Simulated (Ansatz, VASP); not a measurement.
# Cs2AgBiBr6 in VASP and in Ansatz

```xyz
10
Lattice="0.0000 5.7034 5.7034 5.7034 0.0000 5.7034 5.7034 5.7034 0.0000" Properties=species:S:1:pos:R:3 pbc="T T T"
Cs    2.8517    2.8517    2.8517
Cs    8.5551    8.5551    8.5551
Ag    5.7034    5.7034    5.7034
Bi    0.0000    0.0000    0.0000
Br    5.7034    2.8774    5.7034
Br    8.5294    5.7034    5.7034
Br    5.7034    8.5294    5.7034
Br    2.8774    5.7034    5.7034
Br    5.7034    5.7034    2.8774
Br    5.7034    5.7034    8.5294
```

Alike in both runs: functional PBEsol; k mesh 4 × 4 × 4; occupations gaussian, width 0.02 eV; no spin polarisation.

Ansatz relaxed the structure, and its values are those at the end. VASP's run is a single point on that final structure, the one shown.

```csv
,VASP,Ansatz
version,VASP 6.6.1,Ansatz 0.2.0
potentials or method,"VASP PAW PBE potentials, release 64 (Cs_sv, Ag, Bi_d, Br), cutoff 520 eV","scalar-relativistic, plane waves, PAW"
valence electrons in the cell,86,94
```

```tsv
	VASP	Ansatz	Ansatz less VASP
gap on the k mesh at the Fermi level (eV)	1.20	1.20	-0.003
least direct gap on the mesh (eV)	2.29	2.29	+0.001
pressure (GPa)	-1.3	-1.3	0.00
```

VASP's potentials were made for PBE, not for PBEsol. VASP's potentials hold 86 valence electrons a cell and Ansatz's 94, so a difference there can come from the potentials and not from the codes. Ansatz's warnings: stress scf threshold loose.

Neither program's run includes spin-orbit coupling.
